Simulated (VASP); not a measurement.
# Ca2MnGa6 (Fm-3m) in VASP: single point with PBE

Aim: the single point of Ca2MnGa6 with PBE.

Everything below comes from runs of VASP 6.6.1. Logs are shortened: lines on timing, memory, paths and dates and some standing lists are left out, and cuts for length are marked.

### 1 The cell of the first run

Symmetry: Fm-3m, No. 225, cubic system. The conventional cell has a = 8.803 Å, b = 8.803 Å, c = 8.803 Å, α = 90.00°, β = 90.00°, γ = 90.00°. Mn (site symmetry m-3m) has 6 Ga at 2.48 Å within 3.3 Å. Within 3.3 Å of Ga (site symmetry 4mm) lie 1 Mn at 2.48 Å and 4 Ga at 2.72 Å and 4 Ca at 3.12 Å. Ca (site symmetry -43m) has 12 Ga at 3.12 Å and 4 Mn at 3.81 Å within 4.1 Å.

### 2 Single point, PBE

File POSCAR:

```
Ca2MnGa6
1.0
    0.0000000000      4.4015180000      4.4015180000
    4.4015180000      0.0000000000      4.4015180000
    4.4015180000      4.4015180000      0.0000000000
Mn Ga Ca
1 6 2
Direct
    0.5000000000      0.5000000000      0.5000000000
    0.7812000000      0.2188000000      0.2188000000
    0.2188000000      0.7812000000      0.2188000000
    0.2188000000      0.7812000000      0.7812000000
    0.7812000000      0.2188000000      0.7812000000
    0.2188000000      0.2188000000      0.7812000000
    0.7812000000      0.7812000000      0.2188000000
    0.2500000000      0.2500000000      0.2500000000
    0.7500000000      0.7500000000      0.7500000000
```

File INCAR.step1:

```
PREC = Accurate ; ENCUT = 520
EDIFF = 1E-6 ; ISMEAR = 1
SIGMA = 0.0264 ; LREAL = F
LASPH = T ; NELM = 100
ALGO = Normal ; ISIF = 2
LWAVE = F ; LCHARG = T
LMAXMIX = 4 ; GGA = PE
NBANDS = 66
```

File KPOINTS.step1:

```
regular mesh
0
Gamma
  5 5 5
```

File INCAR.step2:

```
PREC = Accurate ; ENCUT = 520
EDIFF = 1E-6 ; ISMEAR = -5
SIGMA = 0.0264 ; LREAL = F
LASPH = T ; NELM = 100
ALGO = Normal ; ISIF = 2
LWAVE = F ; LCHARG = F
LMAXMIX = 4 ; GGA = PE
LORBIT = 10 ; NBANDS = 66
NEDOS = 2001 ; ICHARG = 11
```

File KPOINTS.step2:

```
regular mesh
0
Gamma
  8 8 8
```

Potentials or basis: VASP PAW PBE potentials, release 64 (Mn_pv, Ga_d, Ca_sv).

Launch:

```console
$ cat potpaw_PBE.64/Mn_pv/POTCAR potpaw_PBE.64/Ga_d/POTCAR potpaw_PBE.64/Ca_sv/POTCAR > POTCAR
$ cp INCAR.step1 INCAR
$ cp KPOINTS.step1 KPOINTS
$ mpirun -np 1 vasp_std > vasp.out
$ cp INCAR.step2 INCAR
$ cp KPOINTS.step2 KPOINTS
$ mpirun -np 1 vasp_std > vasp.out
```

OUTCAR:

```text
PREC = Accurate
   ENCUT = 520
   EDIFF = 1E-6
   ISMEAR = -5
   LREAL = F
   LASPH = T
   NELM = 100
   ISIF = 2
   GGA = PE
   LORBIT = 10
   ICHARG = 11

 ion  position               nearest neighbor table
   1  0.500  0.500  0.500-   2 2.48   3 2.48   4 2.48   5 2.48   6 2.48   7 2.48
   2  0.781  0.219  0.219-   1 2.48   3 2.72   5 2.72   6 2.72   7 2.72
   3  0.219  0.781  0.219-   1 2.48   2 2.72   4 2.72   6 2.72   7 2.72
   4  0.219  0.781  0.781-   1 2.48   3 2.72   5 2.72   6 2.72   7 2.72
   5  0.781  0.219  0.781-   1 2.48   2 2.72   4 2.72   6 2.72   7 2.72
   6  0.219  0.219  0.781-   1 2.48   2 2.72   3 2.72   4 2.72   5 2.72
   7  0.781  0.781  0.219-   1 2.48   2 2.72   3 2.72   4 2.72   5 2.72
   8  0.250  0.250  0.250-
   9  0.750  0.750  0.750-

  LATTYP: Found a face centered cubic cell.
 ALAT       =     8.8030360000

  Lattice vectors:

 A1 = (   0.0000000000,   4.4015180000,   4.4015180000)
 A2 = (   4.4015180000,   0.0000000000,   4.4015180000)
 A3 = (   4.4015180000,   4.4015180000,   0.0000000000)

Analysis of symmetry for initial positions (statically):
=====================================================================
 Subroutine PRICEL returns:
 Original cell was already a primitive cell.

 Routine SETGRP: Setting up the symmetry group for a
 face centered cubic supercell.

 Subroutine GETGRP returns: Found 48 space group operations
 (whereof 48 operations were pure point group operations)
 out of a pool of 48 trial point group operations.

The static configuration has the point symmetry O_h .

Analysis of symmetry for dynamics (positions and initial velocities):
=====================================================================
 Subroutine PRICEL returns:
 Original cell was already a primitive cell.

 Routine SETGRP: Setting up the symmetry group for a
 face centered cubic supercell.

 Subroutine GETGRP returns: Found 48 space group operations
 (whereof 48 operations were pure point group operations)
 out of a pool of 48 trial point group operations.

The dynamic configuration has the point symmetry O_h .

 Subroutine INISYM returns: Found 48 space group operations
 (whereof 48 operations are pure point group operations),
 and found     1 'primitive' translations

----------------------------------------------------------------------------------------

                                     Primitive cell

  volume of cell :     170.5444

  direct lattice vectors                    reciprocal lattice vectors
     0.000000000  4.401518000  4.401518000    -0.113597173  0.113597173  0.113597173
     4.401518000  0.000000000  4.401518000     0.113597173 -0.113597173  0.113597173
     4.401518000  4.401518000  0.000000000     0.113597173  0.113597173 -0.113597173

  length of vectors
     6.224686451  6.224686451  6.224686451     0.196756075  0.196756075  0.196756075

  position of ions in fractional coordinates (direct lattice)
     0.500000000  0.500000000  0.500000000
     0.781200000  0.218800000  0.218800000
     0.218800000  0.781200000  0.218800000
     0.218800000  0.781200000  0.781200000
     0.781200000  0.218800000  0.781200000
     0.218800000  0.218800000  0.781200000
     0.781200000  0.781200000  0.218800000
     0.250000000  0.250000000  0.250000000
     0.750000000  0.750000000  0.750000000

  ion indices of the primitive-cell ions
   primitive index   ion index
                 1           1
                 2           2
                 3           3
                 4           4
                 5           5
                 6           6
                 7           7
                 8           8
                 9           9

----------------------------------------------------------------------------------------

 KPOINTS: regular mesh

Automatic generation of k-mesh.
 Grid dimensions read from file:
 generate k-points for:    8    8    8

 Generating k-lattice:

  Cartesian coordinates                     Fractional coordinates (reciprocal lattice)
    -0.014199647  0.014199647  0.014199647     0.125000000  0.000000000  0.000000000
     0.014199647 -0.014199647  0.014199647     0.000000000  0.125000000  0.000000000
     0.014199647  0.014199647 -0.014199647     0.000000000  0.000000000  0.125000000

  Length of vectors
     0.024594509  0.024594509  0.024594509

  Shift w.r.t. Gamma in fractional coordinates (k-lattice)
     0.000000000  0.000000000  0.000000000

 TETIRR: Found     76 inequivalent tetrahedra from     3072

 Subroutine IBZKPT returns following result:
 ===========================================

 Found     29 irreducible k-points:

 Following reciprocal coordinates:
            Coordinates               Weight
  0.000000  0.000000  0.000000      1.000000
  0.125000  0.000000  0.000000      8.000000
  0.250000  0.000000  0.000000      8.000000
  0.375000  0.000000  0.000000      8.000000
  0.500000  0.000000  0.000000      4.000000
  0.125000  0.125000  0.000000      6.000000
[... 16 lines left out ...]
  0.500000  0.250000  0.125000     48.000000
 -0.375000  0.250000  0.125000     24.000000
 [... further k-points ...]
   k-points           NKPTS =     29   k-points in BZ     NKDIM =     29   number of bands    NBANDS=     66
   number of dos      NEDOS =   2001   number of ions     NIONS =      9
   total plane-waves  NPLWV = 110592
   dimension x,y,z NGX =    48 NGY =   48 NGZ =   48
   dimension x,y,z NGXF=    96 NGYF=   96 NGZF=   96
   ions per type =               1   6   2
   NGX,Y,Z   is equivalent  to a cutoff of  12.82, 12.82, 12.82 a.u.
   NGXF,Y,Z  is equivalent  to a cutoff of  25.64, 25.64, 25.64 a.u.
 SYSTEM =  unknown system
   PREC   = accura    normal or accurate (medium, high low for compatibility)
   ISTART =      0    job   : 0-new  1-cont  2-samecut
   ICHARG =     11    charge: 1-file 2-atom 10-const
   ISPIN  =      1    spin polarized calculation?
   LNONCOLLINEAR =      F non collinear calculations
   LSORBIT =      F    spin-orbit coupling
   LASPH  =      T    aspherical Exc in radial PAW
   ENCUT  =  520.0 eV  38.22 Ry    6.18 a.u.  11.57 11.57 11.57*2*pi/ulx,y,z
   NELM   =    100;   NELMIN=  2; NELMDL=  0     # of ELM steps
   EDIFF  = 0.1E-05   stopping-criterion for ELM
   LREAL  =      F    real-space projection
   EDIFFG = 0.1E-04   stopping-criterion for IOM
   NSW    =      0    number of steps for IOM
   IBRION =     -1    ionic relax: 0-MD 1-quasi-New 2-CG
   NFREE  =      0    steps in history (QN), initial steepest desc. (CG)
   ISIF   =      2    stress and relaxation
   ISYM   =      2    0-nonsym 1-usesym 2-fastsym
   POTIM  = 0.5000    time-step for ionic-motion
   TEBEG  =    0.0;   TEEND  =   0.0 temperature during run
   PSTRESS=    0.0 pullay stress
   NELECT =     111.0000    total number of electrons
   NUPDOWN=      -1.0000    fix difference up-down
   EMIN   =  10.00;   EMAX   =-10.00  energy-range for DOS
   EFERMI =   0.00;   METHOD = LEGACY
   ISMEAR =    -5;   SIGMA  =   0.03  broadening in eV -4-tet -1-fermi 0-gaus
   EFERMI_NEDOS =   21; number of points for ismear=-14 and -15
   IALGO  =     38    algorithm
   IMIX   =      4    mixing-type and parameters
     AMIX     =   0.40;   BMIX     =  1.00
     AMIX_MAG =   1.60;   BMIX_MAG =  1.00
  volume/ion in A,a.u.               =      18.95       127.88
  Fermi-wavevector in a.u.,A,eV,Ry     =   1.418742  2.681033 27.386189  2.012828
  Thomas-Fermi vector in A             =   2.539835
   LORBIT       =     10    0 simple, 1 ext, 2 COOP (PROOUT), +10 PAW based schemes
   GGA     = PE    functional components
   LHFCALC =     F    Hartree Fock is set to
   AEXX    =    0.0000 exact exchange contribution
   IVDW    =     0    specifies the selected vdW correction
   LEPSILON=     F    determine dielectric tensor
   LRPA    =     F    only Hartree local field effects (RPA)
 non-spin polarized calculation
 Fermi weights with tetrahedron method with Bloechl corrections
  energy-cutoff  :      520.00
  volume of cell :      170.54
 maximum number of plane-waves:      4621
 NGX is ok and might be reduce to    48

 number of electron     111.0000018 magnetization

 Free energy of the ion-electron system (eV)
  ---------------------------------------------------
  ext. energy  EPLUGINS =         0.00000000
  ---------------------------------------------------
  free energy    TOTEN  =       -33.15169078 eV

  energy without entropy =      -33.15169078  energy(sigma->0) =      -33.15169078

 E-fermi :   5.2816     XC(G=0): -10.8302

 val. band max:        5.3280592337   @ k =   0.2500   0.2500   0.0000
 cond. band min:       5.2805507249   @ k =  -0.3750   0.2500   0.0000
 fundamental gap:     -0.0475085088
 Fermi energy:         5.2816039050

 k-point     1 :       0.0000    0.0000    0.0000
  band No.  band energies     occupation
      1     -42.3547      2.00000
      2     -42.3547      2.00000
      3     -42.3547      2.00000
      4     -35.3143      2.00000
      5     -35.3108      2.00000
      6     -16.3987      2.00000
[... 58 lines left out ...]
     65       9.7644      0.00000
     66       9.8012      0.00000

 k-point     2 :       0.1250    0.0000    0.0000
  band No.  band energies     occupation
      1     -42.3547      2.00000
      2     -42.3547      2.00000
      3     -42.3547      2.00000
      4     -35.3141      2.00000
      5     -35.3109      2.00000
      6     -16.3986      2.00000
[... 1576 lines left out ...]
     65       8.9000      0.00000
     66       9.0745      0.00000

 [... further k-points ...]

------------------------ aborting loop because EDIFF is reached ----------------------------------------

  FORCE on cell =-STRESS in cart. coord.  units (eV):
  Direction    XX          YY          ZZ          XY          YZ          ZX
  --------------------------------------------------------------------------------------
  -------------------------------------------------------------------------------------
  Total       -0.1470228     -0.1470228     -0.1470228      0.0000000      0.0000000     -0.0000000
  in kB       -1.3812040     -1.3812040     -1.3812040      0.0000000      0.0000000     -0.0000000
  external PRESSURE =      -1.3812040 kB  Pullay stress =       0.0000000 kB

 VOLUME and BASIS-vectors are now :
 -----------------------------------------------------------------------------
  energy-cutoff  :      520.00
  volume of cell :      170.54
      direct lattice vectors                 reciprocal lattice vectors
     0.000000000  4.401518000  4.401518000    -0.113597173  0.113597173  0.113597173
     4.401518000  0.000000000  4.401518000     0.113597173 -0.113597173  0.113597173
     4.401518000  4.401518000  0.000000000     0.113597173  0.113597173 -0.113597173

 POSITION                                       TOTAL-FORCE (eV/Angst)
 -----------------------------------------------------------------------------------
      4.40152      4.40152      4.40152        -0.000000      0.000000     -0.000000
      1.92610      4.40152      4.40152         0.240277      0.000000     -0.000000
      4.40152      1.92610      4.40152        -0.000000      0.240277     -0.000000
      6.87693      4.40152      4.40152        -0.240277      0.000000     -0.000000
      4.40152      6.87693      4.40152        -0.000000     -0.240277     -0.000000
      4.40152      4.40152      1.92610        -0.000000      0.000000      0.240277
      4.40152      4.40152      6.87693        -0.000000      0.000000     -0.240277
      2.20076      2.20076      2.20076        -0.000000      0.000000     -0.000000
      6.60228      6.60228      6.60228        -0.000000      0.000000     -0.000000
 -----------------------------------------------------------------------------------
    total drift:                               -0.000000      0.000000     -0.000000

  FREE ENERGIE OF THE ION-ELECTRON SYSTEM (eV)
  ---------------------------------------------------
  free  energy   TOTEN  =       -33.1516907846 eV

  energy  without entropy=      -33.1516907846  energy(sigma->0) =      -33.15169078

 total charge

# of ion       s       p       d       tot
------------------------------------------
    1        0.300   6.241   5.162  11.703
    2        0.951   0.759   9.954  11.663
    3        0.951   0.759   9.954  11.663
    4        0.951   0.759   9.954  11.663
    5        0.951   0.759   9.954  11.663
    6        0.951   0.759   9.954  11.663
    7        0.951   0.759   9.954  11.663
    8        2.033   5.850   0.312   8.196
    9        2.033   5.850   0.312   8.196
--------------------------------------------------
tot         10.071  22.496  65.508  98.075
```

Wall time 8.6 min (1 thread of AMD EPYC 7R13 (Zen 3), shared host); peak memory 0.44 GiB.

What came out:

```
Valence electrons inside the program's atomic spheres : Mn 11.70; Ga 11.66; Ca 8.20
```

Caveat: the run has no spin polarisation, though such a crystal can be magnetic. Spin polarisation is off, so any magnetic state and its effect on volume and gap are missing.
